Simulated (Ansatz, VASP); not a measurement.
One calculation of MgO, two programs

```
Mg O
1.0
     0.00000    2.06675    2.06675
     2.06675    0.00000    2.06675
     2.06675    2.06675    0.00000
Mg O
1 1
Cartesian
  0.0000 0.0000 0.0000
  2.0668 2.0668 2.0668
```

Alike in both runs: task single point; functional HSE06; k mesh 4 × 4 × 4; occupations fermi-dirac, width 0.05 eV; no spin polarisation.

|  | VASP | Ansatz |
| --- | --- | --- |
| version | VASP 6.6.1 | Ansatz 0.2.0 development build |
| potentials or method | VASP PAW PBE potentials, release 64 (Mg, O) | plane waves, PAW datasets (generated hard set |
| plane-wave cutoff (eV) | 520 | 700 |
| valence electrons in the cell | 8 | 16 |

```tsv
	VASP	Ansatz	Ansatz less VASP
gap on the k mesh at the Fermi level (eV)	7.07	7.11	+0.039
```

VASP's potentials hold 8 valence electrons a cell and Ansatz's 16, so a difference there can come from the potentials and not from the codes.

The k mesh is coarse, so the values compare programs but aren't converged.
